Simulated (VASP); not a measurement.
Write the native input for VASP 6.6.1 that does the following.

```yaml
Task: single point
Functional: PBE
Potentials_or_basis: VASP PAW PBE potentials, release 64 (Si)
Cutoff: 520 eV
k_mesh: 12 × 12 × 6
Occupations: gaussian, width 0.05 eV
Spin: no spin polarisation
Dipole_correction: no
Further_INCAR_settings: ALGO = Normal; EDIFF = 1e-07; NBANDS = 16
```

The structure of Si lies in POSCAR:

```
Si
1.0
    3.8850721999      0.0000000000      0.0000000000
   -1.9425361000      3.3645712207      0.0000000000
    0.0000000000      0.0000000000      6.2538007202
Si
4
Direct
    0.3333333333      0.6666666667      0.0629320729
    0.6666666667      0.3333333333      0.5629320729
    0.3333333333      0.6666666667      0.4370679271
    0.6666666667      0.3333333333      0.9370679271
```

This isn't the form of Si at room conditions, which is diamond.

This cell differs from its parent crystal: atoms shifted along a free coordinate, c/a of the conventional cell at fixed volume 1.6097.

The input as run:

INCAR

```
SYSTEM = Si
ALGO = Normal
EDIFF = 1E-7
ENCUT = 520
GGA = PE
ISIF = 2
ISMEAR = 0
LASPH = .TRUE.
LCHARG = .FALSE.
LREAL = .FALSE.
LWAVE = .FALSE.
NBANDS = 16
NELM = 80
PREC = Accurate
SIGMA = 0.05
```

KPOINTS

```
k-points
0
G
  12 12 6
  0 0 0
```

Potentials or basis: VASP PAW PBE potentials, release 64 (Si).

The run is started by

```sh
$ cat potpaw_PBE.64/Si/POTCAR > POTCAR
$ mpirun -np 1 vasp_std > vasp.out
```

Results of the run:

* Pressure: 0.1 GPa
* Largest force: 0.287 eV/Å
* Band gap on the k mesh: 0.33 eV (least direct gap 0.70 eV)

Run time: 2.2 min on 1 thread of Intel Xeon 8259CL (shared host), peak memory 0.23 GiB.
